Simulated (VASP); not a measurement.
A run of VASP 6.6.1 is set up as follows.

The input INCAR:

```
SYSTEM = NaI
  PREC = Accurate
  ENCUT = 520
  EDIFF = 1E-6
  ISMEAR = 0
  SIGMA = 0.02
  LREAL = .FALSE.
  LASPH = .TRUE.
  NELM = 100
  ALGO = Normal
  ISIF = 2
  LWAVE = .FALSE.
  LCHARG = .FALSE.
  GGA = PE
  IVDW = 12
  NBANDS = 14
```

Contents of KPOINTS:

```
regular mesh
0
G
  6 6 6
  0 0 0
```

POSCAR

```
NaI
1.0
    2.3824743725     -3.3964915685      0.0000000000
    2.3824743725      3.3964915685      0.0000000000
    0.0000000000      0.0000000000      4.1047758786
Na I
1 1
Direct
    0.0000000000      0.0000000000      0.0000000000
    0.5000000000      0.5000000000      0.5000000000
```

Potentials or basis: VASP PAW PBE potentials, release 64 (Na_pv, I).

Run with:

```bash
$ cat potpaw_PBE.64/Na_pv/POTCAR potpaw_PBE.64/I/POTCAR > POTCAR
$ mpirun -np 1 vasp_std > vasp.out
```

(1) What does it give for the pressure?

(2) Estimate the band gap on the k mesh.

(3) Predict the dispersion energy per atom.

Results:

(1) 0.0 GPa.

(2) 2.49 eV, indirect (least direct gap 2.76 eV).

(3) -0.258 eV.

Caveat: spin-orbit coupling is left out, which moves the levels of the heavy elements.
